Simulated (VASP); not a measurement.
# Sn in VASP: notebook, part 2 of 2

VASP 6.6.1. Earlier steps stand in the parts before.

**4. Single point, LDA, collinear spin (36.51 Å³/atom)**

This run uses another cell than the first one, of 36.51 Å³/atom.

File INCAR:

```
SYSTEM = Sn
PREC = Accurate
ENCUT = 520
EDIFF = 1E-6
ISMEAR = 0
SIGMA = 0.1
LREAL = .FALSE.
LASPH = .TRUE.
NELM = 150
ALGO = Normal
ISIF = 2
LWAVE = .FALSE.
LCHARG = .FALSE.
ISPIN = 2
MAGMOM = 0.5 -0.5
LORBIT = 11
GGA = CA
NBANDS = 25
```

File KPOINTS:

```
Automatic mesh
0
G
  7 7 7
  0 0 0
```

File POSCAR:

```
Sn
1.0
    0.0000000000      3.3173630492      3.3173630492
    3.3173630492      0.0000000000      3.3173630492
    3.3173630492      3.3173630492      0.0000000000
Sn
2
Direct
    0.7500000000      0.7500000000      0.7500000000
    0.5000000000      0.5000000000      0.5000000000
```

Potentials or basis: VASP PAW LDA potentials, release 64 (Sn_d).

Launch:

```sh
$ cat potpaw_LDA.64/Sn_d/POTCAR > POTCAR
$ mpirun -np 1 vasp_std > vasp.out
```

OUTCAR:

```text
SYSTEM = Sn
   PREC = Accurate
   ENCUT = 520
   EDIFF = 1E-6
   ISMEAR = 0
   LREAL = .FALSE.
   LASPH = .TRUE.
   NELM = 150
   ISIF = 2
   ISPIN = 2
   LORBIT = 11
   GGA = CA

 ion  position               nearest neighbor table
   1  0.750  0.750  0.750-   2 2.87   2 2.87   2 2.87   2 2.87
   2  0.500  0.500  0.500-   1 2.87   1 2.87   1 2.87   1 2.87

  LATTYP: Found a face centered cubic cell.
 ALAT       =     6.6347260984

  Lattice vectors:

 A1 = (   0.0000000000,   3.3173630492,   3.3173630492)
 A2 = (   3.3173630492,   0.0000000000,   3.3173630492)
 A3 = (   3.3173630492,   3.3173630492,   0.0000000000)

Analysis of symmetry for initial positions (statically):
=====================================================================
 Subroutine PRICEL returns:
 Original cell was already a primitive cell.

 Routine SETGRP: Setting up the symmetry group for a
 face centered cubic supercell.

 Subroutine GETGRP returns: Found 48 space group operations
 (whereof 24 operations were pure point group operations)
 out of a pool of 48 trial point group operations.

The static configuration has the point symmetry T_d .
 The point group associated with its full space group is O_h .

Analysis of symmetry for dynamics (positions and initial velocities):
=====================================================================
 Subroutine PRICEL returns:
 Original cell was already a primitive cell.

 Routine SETGRP: Setting up the symmetry group for a
 face centered cubic supercell.

 Subroutine GETGRP returns: Found 48 space group operations
 (whereof 24 operations were pure point group operations)
 out of a pool of 48 trial point group operations.

The dynamic configuration has the point symmetry T_d .
 The point group associated with its full space group is O_h .

Analysis of structural, dynamic, and magnetic symmetry:
[... 150 lines left out ...]
  ---------------------------------------------------
  ext. energy  EPLUGINS =         0.00000000
  ---------------------------------------------------
  free energy    TOTEN  =        -8.87919655 eV

  energy without entropy =       -8.87602212  energy(sigma->0) =       -8.87760933

 E-fermi :   4.5225     XC(G=0):  -8.9110

 val. band max:        4.4981977147   @ k =   0.4286   0.0000   0.0000
 cond. band min:       4.7395271069   @ k =   0.2857   0.0000   0.0000
 fundamental gap:      0.2413293922
 Fermi energy:         4.5224546123

 spin component 1

 k-point     1 :       0.0000    0.0000    0.0000
  band No.  band energies     occupation
      1     -16.8049      1.00000
      2     -16.8049      1.00000
      3     -16.8049      1.00000
      4     -16.7522      1.00000
      5     -16.7522      1.00000
      6     -16.4910      1.00000
[... 549 lines left out ...]
     24      16.7311      0.00000
     25      18.4665      0.00000
 Fermi energy:         4.5224546123

 spin component 2

 k-point     1 :       0.0000    0.0000    0.0000
  band No.  band energies     occupation
      1     -16.8049      1.00000
      2     -16.8049      1.00000
      3     -16.8049      1.00000
      4     -16.7522      1.00000
      5     -16.7522      1.00000
      6     -16.4910      1.00000
[... 549 lines left out ...]
     24      16.7311      0.00000
     25      18.4524      0.00000

------------------------ aborting loop because EDIFF is reached ----------------------------------------

  FORCE on cell =-STRESS in cart. coord.  units (eV):
  Direction    XX          YY          ZZ          XY          YZ          ZX
  --------------------------------------------------------------------------------------
  -------------------------------------------------------------------------------------
  Total       -1.2489182     -1.2489182     -1.2489182      0.0000000      0.0000000      0.0000000
  in kB      -27.4053645    -27.4053645    -27.4053645      0.0000000      0.0000000      0.0000000
  external PRESSURE =     -27.4053645 kB  Pullay stress =       0.0000000 kB

 VOLUME and BASIS-vectors are now :
 -----------------------------------------------------------------------------
  energy-cutoff  :      520.00
  volume of cell :       73.01
      direct lattice vectors                 reciprocal lattice vectors
     0.000000000  3.317363049  3.317363049    -0.150722123  0.150722123  0.150722123
     3.317363049  0.000000000  3.317363049     0.150722123 -0.150722123  0.150722123
     3.317363049  3.317363049  0.000000000     0.150722123  0.150722123 -0.150722123

 POSITION                                       TOTAL-FORCE (eV/Angst)
 -----------------------------------------------------------------------------------
      4.97604      4.97604      4.97604         0.000000      0.000000      0.000000
      3.31736      3.31736      3.31736        -0.000000     -0.000000     -0.000000
 -----------------------------------------------------------------------------------
    total drift:                                0.000000      0.000000      0.000000

  FREE ENERGIE OF THE ION-ELECTRON SYSTEM (eV)
  ---------------------------------------------------
  free  energy   TOTEN  =        -8.8791965459 eV

  energy  without entropy=       -8.8760221193  energy(sigma->0) =       -8.87760933

 total charge

# of ion       s       p       d       tot
------------------------------------------
    1        1.188   1.151   9.960  12.299
    2        1.188   1.151   9.960  12.299
--------------------------------------------------
tot          2.377   2.302  19.919  24.598

 magnetization (x)

# of ion       s       p       d       tot
------------------------------------------
    1       -0.000  -0.000   0.000  -0.000
    2        0.000   0.000  -0.000   0.000
--------------------------------------------------
tot          0.000   0.000   0.000   0.000
```

OSZICAR:

```text
N       E                     dE             d eps       ncg     rms          rms(c)
DAV:   1     0.238469516586E+03    0.23847E+03   -0.14080E+04  2066   0.159E+03
DAV:   2     0.205091232632E+02   -0.21796E+03   -0.21123E+03  2056   0.409E+02
DAV:   3    -0.792441151224E+01   -0.28434E+02   -0.28250E+02  2420   0.128E+02
DAV:   4    -0.890333011244E+01   -0.97892E+00   -0.97830E+00  2176   0.266E+01
DAV:   5    -0.893484838828E+01   -0.31518E-01   -0.31517E-01  2963   0.466E+00    0.457E+00
DAV:   6    -0.891020749295E+01    0.24641E-01   -0.35027E-02  2711   0.577E+00    0.213E+00
DAV:   7    -0.889078124434E+01    0.19426E-01   -0.26251E-02  2472   0.210E+00    0.112E+00
DAV:   8    -0.887979614737E+01    0.10985E-01   -0.17246E-02  2253   0.112E+00    0.196E-01
DAV:   9    -0.887928986885E+01    0.50628E-03   -0.25893E-03  2409   0.145E+00    0.983E-02
DAV:  10    -0.887917002386E+01    0.11984E-03   -0.22756E-04  2708   0.491E-01    0.394E-02
DAV:  11    -0.887919619769E+01   -0.26174E-04   -0.10484E-04  2578   0.207E-01    0.120E-02
DAV:  12    -0.887919673413E+01   -0.53643E-06   -0.16493E-05  2718   0.912E-02    0.740E-03
DAV:  13    -0.887919654595E+01    0.18818E-06   -0.36904E-06  2237   0.381E-02
   1 F= -.88791965E+01 E0= -.88776093E+01  d E =-.317443E-02  mag=    -0.0000
```

stdout:

```text
POSCAR found type information on POSCAR Sn
 POSCAR found :  1 types and       2 ions
 scaLAPACK will be used
 LDA part: xc-table for (Slater(with rela. corr.)+CA(PZ))
 , standard interpolation
 POSCAR, INCAR and KPOINTS ok, starting setup
 FFT: planning ... GRIDC
 FFT: planning ... GRID_SOFT
 FFT: planning ... GRID
 WAVECAR not read
 entering main loop
```

It took 24 s on 1 thread of Intel Xeon 6975P-C (Granite Rapids), shared host; peak memory 0.21 GiB.

What came out:

```
Free energy                                           : -8.8792 eV
Pressure                                              : -2.7 GPa
Band gap on the k mesh                                : zero (filled and empty bands overlap)
Net moment                                            : 0.00 μB per cell
Valence electrons inside the program's atomic spheres : Sn 12.30
```

Caveat: spin-orbit coupling is left out, which moves the levels of the heavy elements.

**5. Summary**

| level | potentials or basis | spin | cell | smearing | gap on the mesh (eV) | pressure (GPa) | largest force (eV/Å) |
| --- | --- | --- | --- | --- | --- | --- | --- |
| PBEsol | VASP PAW PBE potentials, release 64 (Sn_d) | off | a = 4.573, b = 4.573, c = 4.481 Å, angles 60.7, 60.7, 61.3°, 2 atoms | fermi-dirac 0.05 eV | none | 1.6 | 0.39 |
| PBEsol | VASP PAW PBE potentials, release 64 (Sn_d) | off | a = 4.573, b = 4.573, c = 4.527 Å, angles 60.3, 60.3, 60.7°, 2 atoms | fermi-dirac 0.05 eV | none | 1.5 | 0.19 |
| LDA | VASP PAW LDA potentials, release 64 (Sn_d) | collinear | a = 4.691 Å, angles 60.0°, 2 atoms | gaussian 0.1 eV | none | -2.7 | - |

Alike in all rows: task single point; k mesh 7 × 7 × 7; cutoff (eV) 520.

Caveats: spin-orbit coupling is left out, which moves the levels of the heavy elements; the PAW data sets were made with another functional, which shifts forces and pressure a little (at least some runs).

Absolute energies hang on the potentials; compare differences alone.

The gap in the log of VASP goes by the Fermi energy; the results here count the filled bands.